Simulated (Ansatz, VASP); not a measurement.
**Ta4O: VASP beside Ansatz**

```
Ta O
1.0
     3.10738    1.79405    2.53545
    -3.10738    1.79405    2.53545
     0.00000   -3.58810    2.53545
Ta O
4 1
Direct
  0.32940 0.80191 0.32940
  0.32940 0.32940 0.80191
  0.80191 0.32940 0.32940
  0.80198 0.80198 0.80198
  0.06581 0.06581 0.06581
```

Alike in both runs: functional PBE; k mesh 6 × 6 × 6; occupations gaussian, width 0.1 eV; no spin polarisation.

Ansatz relaxed the structure, and its values are those at the end. VASP's run is a single point on that final structure, the one shown.

```csv
,VASP,Ansatz
version,VASP 6.6.1,Ansatz 0.2.0
potentials or method,"VASP PAW PBE potentials, release 64 (Ta_sv_GW, O), cutoff 600 eV","scalar-relativistic, plane waves, PAW"
valence electrons in the cell,58,58
```

```tsv
	VASP	Ansatz	Ansatz less VASP
gap on the k mesh at the Fermi level (eV)	none	none	-
pressure (GPa)	-0.3	0.0	+0.25
rms of the force components (eV/Å)	0.019	0.006	-0.0133
```

A gap of «none» marks a metal or a gap that the smearing closes.

Neither program's run includes spin-orbit coupling.
